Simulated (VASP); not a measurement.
# MgO in VASP: notebook

The runs below take MgO through single point, with PBE.

Program: VASP 6.6.1. These are calculated values, not measurements. Logs are shortened: lines on timing, memory, paths and dates and some standing lists are left out, and cuts for length are marked.

## Step 1: The cell of the first run

Symmetry: Cm, No. 8, monoclinic system. Conventional cell: a = 10.445 Å, b = 3.521 Å, c = 6.099 Å, α = 90.00°, β = 125.73°, γ = 90.00°. Within 2.7 Å of Mg (site symmetry m) lie 5 O at 2.03 to 2.13 Å. Mg (site symmetry m) has 5 O at 2.01 to 2.23 Å within 2.7 Å. Within 2.6 Å of Mg (site symmetry m) lie 5 O at 1.99 to 2.19 Å. Mg (site symmetry m) has 5 O at 2.00 to 2.18 Å within 2.7 Å. Within 2.6 Å of O (site symmetry m) lie 5 Mg at 1.99 to 2.13 Å. Within 2.7 Å of O (site symmetry m) lie 5 Mg at 2.07 to 2.23 Å. O (site symmetry m) has 5 Mg at 2.03 to 2.18 Å within 2.7 Å. Within 2.7 Å of O (site symmetry m) lie 5 Mg at 2.03 to 2.19 Å.

## Step 2: Single point, PBE (atoms displaced along several vibrational modes)

Input file INCAR:

```
SYSTEM = MgO
ALGO = Normal ; EDIFF = 1E-6
ENCUT = 520 ; GGA = PE
ISIF = 2 ; ISMEAR = 0
LASPH = .TRUE. ; LCHARG = .FALSE.
LREAL = .FALSE. ; LWAVE = .FALSE.
NBANDS = 26 ; NELM = 100
PREC = Accurate ; SIGMA = 0.05
```

Input file KPOINTS:

```
k-points
0
G
  8 8 8
  0 0 0
```

Input file POSCAR:

```
MgO
1.0
    3.5213164963      0.0000000000      0.0000000000
    1.7606582482     -3.0495495405     -4.2393824239
    1.7606582481      3.0495495406     -4.2393824239
Mg O
4 4
Direct
    0.8720819693      0.4612513644      0.7945846971
    0.3835078417      0.9498254913      0.2831588254
    0.1277949053      0.5492831352      0.1951270543
    0.6277949057      0.0284603873      0.7159498014
    0.6207540986      0.7073336915      0.0511581114
    0.1207540985      0.2178247781      0.5406670249
    0.3713724389      0.2952942276      0.9619608946
    0.8701357582      0.7965309087      0.4631975750
```

Potentials or basis: VASP PAW PBE potentials, release 64 (Mg, O).

Launch:

```
cat potpaw_PBE.64/Mg/POTCAR potpaw_PBE.64/O/POTCAR > POTCAR
mpirun -np 1 vasp_std > vasp.out
```

OUTCAR:

```text
SYSTEM = MgO
   EDIFF = 1E-6
   ENCUT = 520
   GGA = PE
   ISIF = 2
   ISMEAR = 0
   LASPH = .TRUE.
   LREAL = .FALSE.
   NELM = 100
   PREC = Accurate

 ion  position               nearest neighbor table
   1  0.872  0.461  0.795-   7 2.03   7 2.03   8 2.03   6 2.11   5 2.13   4 2.86   3 2.88   3 2.88
                             4 2.99   4 2.99   3 3.02   2 3.52   2 3.52   2 3.52   2 3.52
   2  0.384  0.950  0.283-   5 2.01   7 2.04   8 2.04   8 2.04   6 2.23   4 2.86   3 2.88   3 2.88
                             4 2.99   4 2.99   3 3.02   1 3.52   1 3.52   1 3.52   1 3.52
   3  0.128  0.549  0.195-   5 1.99   5 1.99   6 2.07   7 2.07   8 2.19   2 2.88   2 2.88   1 2.88
                             1 2.88   1 3.02   2 3.02   4 3.41   4 3.41   4 3.63   4 3.63
   4  0.628  0.028  0.716-   5 2.00   8 2.06   6 2.08   6 2.08   7 2.18   1 2.86   2 2.86   2 2.99
                             2 2.99   1 2.99   1 2.99   3 3.41   3 3.41   3 3.63   3 3.63
   5  0.621  0.707  0.051-   3 1.99   3 1.99   4 2.00   2 2.01   1 2.13
   6  0.121  0.218  0.541-   3 2.07   4 2.08   4 2.08   1 2.11   2 2.23
   7  0.371  0.295  0.962-   1 2.03   1 2.03   2 2.04   3 2.07   4 2.18
   8  0.870  0.797  0.463-   1 2.03   2 2.04   2 2.04   4 2.06   3 2.19

  LATTYP: Found a body centered orthorhombic cell.
 ALAT       =     3.5213164963
 B/A-ratio  =     1.7320508076
 C/A-ratio  =     2.4078394705

  Lattice vectors:

 A1 = (  -1.7606582482,   3.0495495405,   4.2393824239)
 A2 = (   1.7606582482,  -3.0495495406,   4.2393824239)
 A3 = (   1.7606582481,   3.0495495406,  -4.2393824239)

Analysis of symmetry for initial positions (statically):
=====================================================================
 Subroutine PRICEL returns:
 Original cell was already a primitive cell.

 Routine SETGRP: Setting up the symmetry group for a
 body centered orthorhombic supercell.

 Subroutine GETGRP returns: Found  2 space group operations
 (whereof  2 operations were pure point group operations)
 out of a pool of  8 trial point group operations.

The static configuration has the point symmetry C_1h.

Analysis of symmetry for dynamics (positions and initial velocities):
=====================================================================
 Subroutine PRICEL returns:
 Original cell was already a primitive cell.

 Routine SETGRP: Setting up the symmetry group for a
 body centered orthorhombic supercell.

 Subroutine GETGRP returns: Found  2 space group operations
 (whereof  2 operations were pure point group operations)
 out of a pool of  8 trial point group operations.

The dynamic configuration has the point symmetry C_1h.

 Subroutine INISYM returns: Found  2 space group operations
 (whereof  2 operations are pure point group operations),
 and found     1 'primitive' translations

[... 119 lines left out ...]
   EMIN   =  10.00;   EMAX   =-10.00  energy-range for DOS
   EFERMI =   0.00;   METHOD = LEGACY
   ISMEAR =     0;   SIGMA  =   0.05  broadening in eV -4-tet -1-fermi 0-gaus
   EFERMI_NEDOS =   21; number of points for ismear=-14 and -15
   IALGO  =     38    algorithm
   IMIX   =      4    mixing-type and parameters
     AMIX     =   0.40;   BMIX     =  1.00
     AMIX_MAG =   1.60;   BMIX_MAG =  1.00
  volume/ion in A,a.u.               =      11.38        76.80
  Fermi-wavevector in a.u.,A,eV,Ry     =   1.155315  2.183229 18.160411  1.334753
  Thomas-Fermi vector in A             =   2.291944
   LORBIT       =      0    0 simple, 1 ext, 2 COOP (PROOUT), +10 PAW based schemes
   GGA     = PE    functional components
   LHFCALC =     F    Hartree Fock is set to
   AEXX    =    0.0000 exact exchange contribution
   IVDW    =     0    specifies the selected vdW correction
   LEPSILON=     F    determine dielectric tensor
   LRPA    =     F    only Hartree local field effects (RPA)
 non-spin polarized calculation
 Gauss-broadening in eV      SIGMA  =   0.05
  energy-cutoff  :      520.00
  volume of cell :       91.05
 maximum number of plane-waves:      2484
 NGX is ok and might be reduce to    28
   NGX = 13   NGY = 21   NGZ = 21

 number of electron      32.0000001 magnetization

 Free energy of the ion-electron system (eV)
  ---------------------------------------------------
  ext. energy  EPLUGINS =         0.00000000
  ---------------------------------------------------
  free energy    TOTEN  =       -47.16762589 eV

  energy without entropy =      -47.16762589  energy(sigma->0) =      -47.16762589

 E-fermi :   2.1319     XC(G=0):  -9.9236

 val. band max:        1.9385972796   @ k =   0.0000   0.0000   0.0000
 cond. band min:       5.0000444517   @ k =   0.0000   0.0000   0.0000
 fundamental gap:      3.0614471722
 Fermi energy:         2.1319097406

 k-point     1 :       0.0000    0.0000    0.0000
  band No.  band energies     occupation
      1     -15.1701      2.00000
      2     -14.2125      2.00000
      3     -14.0867      2.00000
      4     -13.4306      2.00000
      5      -2.1844      2.00000
      6      -2.0204      2.00000
[... 685 lines left out ...]
     25      14.4557      0.00000
     26      14.6976      0.00000

 [... further k-points ...]

------------------------ aborting loop because EDIFF is reached ----------------------------------------

  FORCE on cell =-STRESS in cart. coord.  units (eV):
  Direction    XX          YY          ZZ          XY          YZ          ZX
  --------------------------------------------------------------------------------------
  -------------------------------------------------------------------------------------
  Total       -0.0338025     -0.4105340      0.3898816      0.0000000      0.0068422     -0.0000000
  in kB       -0.5948214     -7.2241437      6.8607244      0.0000000      0.1204016     -0.0000000
  external PRESSURE =      -0.3194136 kB  Pullay stress =       0.0000000 kB

 VOLUME and BASIS-vectors are now :
 -----------------------------------------------------------------------------
  energy-cutoff  :      520.00
  volume of cell :       91.05
      direct lattice vectors                 reciprocal lattice vectors
     3.521316496  0.000000000  0.000000000     0.283984697  0.000000000  0.117941707
     1.760658248 -3.049549541 -4.239382424     0.000000000 -0.163958642 -0.117941707
     1.760658248  3.049549541 -4.239382424     0.000000000  0.163958642 -0.117941707

 POSITION                                       TOTAL-FORCE (eV/Angst)
 -----------------------------------------------------------------------------------
      5.28197      1.01652     -5.32397        -0.000000      0.017258      0.780127
      3.52132     -2.03303     -5.22709        -0.000000      0.029563     -1.334688
      1.76066     -1.08002     -3.15584        -0.000000      1.330066     -0.236294
      3.52132      2.09653     -3.15584         0.000000     -1.372209     -0.280433
      3.52132     -2.00104     -3.21554         0.000000     -0.447758      0.382024
      1.76066      0.98452     -3.21554        -0.000000      0.448031      0.167768
      3.52132      2.03303     -5.32999        -0.000000      0.000736      0.182012
      5.28197     -1.01652     -5.34047         0.000000     -0.005688      0.339484
 -----------------------------------------------------------------------------------
    total drift:                                0.000067     -0.000220      0.001017

  FREE ENERGIE OF THE ION-ELECTRON SYSTEM (eV)
  ---------------------------------------------------
  free  energy   TOTEN  =       -47.1676258875 eV

  energy  without entropy=      -47.1676258875  energy(sigma->0) =      -47.16762589
```

OSZICAR:

```text
N       E                     dE             d eps       ncg     rms          rms(c)
DAV:   1     0.156457277564E+03    0.15646E+03   -0.15131E+04  7800   0.110E+03
DAV:   2    -0.429619673592E+02   -0.19942E+03   -0.18726E+03 10140   0.242E+02
DAV:   3    -0.550842317571E+02   -0.12122E+02   -0.12057E+02 10342   0.617E+01
DAV:   4    -0.551666534707E+02   -0.82422E-01   -0.82388E-01  9076   0.584E+00
DAV:   5    -0.551671865373E+02   -0.53307E-03   -0.53296E-03 10372   0.469E-01    0.158E+01
DAV:   6    -0.472908979770E+02    0.78763E+01   -0.27851E+01  9114   0.307E+01    0.517E+00
DAV:   7    -0.472036547300E+02    0.87243E-01   -0.53093E-01  8786   0.435E+00    0.304E+00
DAV:   8    -0.471716216421E+02    0.32033E-01   -0.20520E-01  9426   0.406E+00    0.704E-01
DAV:   9    -0.471665219191E+02    0.50997E-02   -0.39852E-02 10310   0.126E+00    0.224E-01
DAV:  10    -0.471671017874E+02   -0.57987E-03   -0.32494E-03  8470   0.402E-01    0.786E-02
DAV:  11    -0.471676256653E+02   -0.52388E-03   -0.84619E-04  8434   0.169E-01    0.321E-02
DAV:  12    -0.471676224343E+02    0.32310E-05   -0.23554E-05 10672   0.369E-02    0.178E-02
DAV:  13    -0.471676256891E+02   -0.32548E-05   -0.22449E-05  8414   0.316E-02    0.423E-03
DAV:  14    -0.471676258875E+02   -0.19835E-06   -0.66126E-07  7414   0.808E-03
   1 F= -.47167626E+02 E0= -.47167626E+02  d E =-.177559E-10
```

stdout:

```text
POSCAR found type information on POSCAR MgO
 POSCAR found :  2 types and       8 ions
 scaLAPACK will be used
 LDA part: xc-table for (Slater+PW92), standard interpolation
 POSCAR, INCAR and KPOINTS ok, starting setup
 FFT: planning ... GRIDC
 FFT: planning ... GRID_SOFT
 FFT: planning ... GRID
 WAVECAR not read
 entering main loop
```

Run time: 2.9 min. Hardware: 1 thread of Intel Xeon 6975P-C (Granite Rapids), shared host; peak memory 0.41 GiB.

What came out:

```yaml
Free_energy: -47.1676 eV
Pressure: 0.0 GPa
Largest_force: 1.401 eV/Å
Band_gap_on_the_k_mesh: 3.06 eV
```

Forces in eV/Å, atoms in the order of the input:
```
Mg   0.000  0.017  0.780
Mg   0.000  0.030 -1.335
Mg   0.000  1.330 -0.236
Mg   0.000 -1.372 -0.280
O    0.000 -0.448  0.382
O    0.000  0.448  0.168
O    0.000  0.001  0.182
O    0.000 -0.006  0.339
```

Stress tensor (GPa, compression positive):
```
-0.06  0.00  0.00
 0.00 -0.72  0.01
 0.00  0.01  0.69
```

Caveat: the cell differs from its parent crystal (atoms displaced along several vibrational modes); forces of over 1 eV/Å act on the atoms, so gaps and moduli don't describe the material at rest. A k mesh can miss the band edges.

## Step 3: Single point, PBE (atoms displaced along a vibrational mode)

Input file INCAR:

```
SYSTEM = MgO
PREC = Accurate
ENCUT = 520
EDIFF = 1E-6
ISMEAR = 0
SIGMA = 0.05
LREAL = .False.
LASPH = .True.
NELM = 60
ALGO = Normal
ISIF = 2
LWAVE = .False.
LCHARG = .False.
GGA = PE
NBANDS = 26
```

Input file KPOINTS:

```
regular mesh
0
Gamma
  8 8 8
  0 0 0
```

Input file POSCAR:

```
MgO
1.0
    3.5213164963      0.0000000000      0.0000000000
    1.7606582482     -3.0495495405     -4.2393824239
    1.7606582481      3.0495495406     -4.2393824239
Mg O
4 4
Direct
    0.8721390335      0.4611943000      0.7945276330
    0.3778609665      0.9554723666      0.2888057004
    0.1249999999      0.5468805516      0.2031194486
    0.6250000001      0.0364527818      0.7135472180
    0.6250000000      0.7057064313      0.0442935687
    0.1250000000      0.2109602353      0.5390397647
    0.3753096571      0.2913570095      0.9580236763
    0.8746903429      0.7919763239      0.4586429903
```

Potentials or basis: VASP PAW PBE potentials, release 64 (Mg, O).

Launch:

```
cat potpaw_PBE.64/Mg/POTCAR potpaw_PBE.64/O/POTCAR > POTCAR
mpirun -np 1 vasp_std > vasp.out
```

It took 4.9 min on 1 thread of AMD EPYC 7R43 (Zen 3), shared host; peak memory 0.28 GiB.

Results (log left out):

| Item | Value |
| --- | --- |
| Free energy | -47.3124 eV |
| Pressure | -0.5 GPa |
| Largest force | 0.686 eV/Å |
| Band gap on the k mesh | 3.20 eV |

Forces on the atoms (eV/Å):
```
Mg   0.000  0.006  0.519
Mg   0.000  0.006 -0.519
Mg   0.000  0.675  0.000
Mg   0.000 -0.686  0.000
O    0.000 -0.226  0.000
O    0.000  0.226  0.000
O    0.000 -0.001 -0.038
O    0.000 -0.001  0.038
```

Stress tensor (GPa, compression positive):
```
-0.42  0.00  0.00
 0.00 -0.59  0.00
 0.00  0.00 -0.62
```

Levels at points of the mesh, in eV from the valence-band top:
| k point | band 14 | band 15 | band 16 | band 17 | band 18 | band 19 |
| --- | --- | --- | --- | --- | --- | --- |
| (0.00, 0.00, 0.00) | -0.76 | -0.67 | 0.00 | 3.20 | 7.15 | 7.15 |
| (0.50, 0.00, 0.00) | -1.15 | -0.68 | -0.46 | 6.81 | 7.11 | 8.54 |
| (0.00, 0.50, 0.00) | -0.71 | -0.61 | -0.31 | 5.44 | 5.67 | 8.52 |
| (0.50, 0.50, 0.00) | -0.87 | -0.76 | -0.50 | 6.74 | 7.14 | 7.26 |
| (0.00, 0.50, 0.50) | -1.24 | -1.24 | -0.50 | 6.17 | 6.22 | 6.91 |

Caveat: the cell differs from its parent crystal (atoms displaced along a vibrational mode). A k mesh can miss the band edges.

## Step 4: Single point, PBE (atoms displaced along a vibrational mode)

Input file INCAR:

```
SYSTEM = MgO
ALGO = Normal ; EDIFF = 1E-7
ENCUT = 520 ; GGA = PE
ISIF = 2 ; ISMEAR = 0
LASPH = .TRUE. ; LCHARG = .FALSE.
LREAL = .FALSE. ; LWAVE = .FALSE.
NBANDS = 26 ; NELM = 60
PREC = Accurate ; SIGMA = 0.05
```

Input file KPOINTS:

```
k-points
0
G
  8 8 8
  0 0 0
```

Input file POSCAR:

```
MgO
1.0
    3.5213164963      0.0000000000      0.0000000000
    1.7606582482     -3.0495495405     -4.2393824239
    1.7606582481      3.0495495406     -4.2393824239
Mg O
4 4
Direct
    0.8791923582      0.4541409751      0.7874743085
    0.3791923582      0.9541409751      0.2874743085
    0.1291923582      0.5374743085      0.2041409751
    0.6291923582      0.0374743085      0.7041409751
    0.6186311478      0.7147021855      0.0480355189
    0.1186311478      0.2147021855      0.5480355189
    0.3686311478      0.2980355189      0.9647021855
    0.8686311478      0.7980355189      0.4647021855
```

Launch:

```
cat potpaw_PBE.64/Mg/POTCAR potpaw_PBE.64/O/POTCAR > POTCAR
mpirun -np 1 vasp_std > vasp.out
```

It took 6.6 min on 1 thread of AMD EPYC 7R43 (Zen 3), shared host; peak memory 0.3 GiB.

The run converged. Its results:

```
Free energy            : -47.2794 eV
Pressure               : 0.0 GPa
Largest force          : 0.410 eV/Å
Band gap on the k mesh : 3.27 eV
```

Forces on the atoms (eV/Å):
```
Mg   0.000  0.000 -0.410
Mg   0.000  0.000 -0.410
Mg   0.000  0.000 -0.410
Mg   0.000  0.000 -0.410
O    0.000  0.000  0.410
O    0.000  0.000  0.410
O    0.000  0.000  0.410
O    0.000  0.000  0.410
```

Stress tensor (GPa, compression positive):
```
-0.75  0.00  0.00
 0.00 -0.75  0.00
 0.00  0.00  1.54
```

Levels at points of the mesh, in eV from the valence-band top:
| k point | band 14 | band 15 | band 16 | band 17 | band 18 | band 19 |
| --- | --- | --- | --- | --- | --- | --- |
| (0.00, 0.00, 0.00) | -0.76 | -0.76 | 0.00 | 3.27 | 7.21 | 7.21 |
| (0.50, 0.00, 0.00) | -1.17 | -0.54 | -0.54 | 7.04 | 7.04 | 8.67 |
| (0.00, 0.50, 0.00) | -0.83 | -0.41 | -0.41 | 5.62 | 5.62 | 8.61 |
| (0.50, 0.50, 0.00) | -0.77 | -0.77 | -0.51 | 6.92 | 7.21 | 7.21 |
| (0.00, 0.50, 0.50) | -1.22 | -1.22 | -0.51 | 6.27 | 6.27 | 6.92 |

Caveat: the cell differs from its parent crystal (atoms displaced along a vibrational mode).

## Step 5: Summary

| cell | gap on the mesh (eV) | pressure (GPa) | largest force (eV/Å) |
| --- | --- | --- | --- |
| as given, atomic positions A | 3.06 | 0.0 | 1.40 |
| as given, atomic positions B | 3.20 | -0.5 | 0.69 |
| as given, atomic positions C | 3.27 | 0.0 | 0.41 |

Alike in all rows: task single point; level PBE; potentials or basis VASP PAW PBE potentials, release 64 (Mg, O); no spin polarisation; k mesh 8 × 8 × 8; cutoff (eV) 520; smearing gaussian 0.05 eV.

Caveats: forces of over 1 eV/Å act on the atoms, so gaps and moduli don't describe the material at rest (at least some runs).

Total energies depend on the potentials used, so only differences within one code and one set of settings carry meaning.
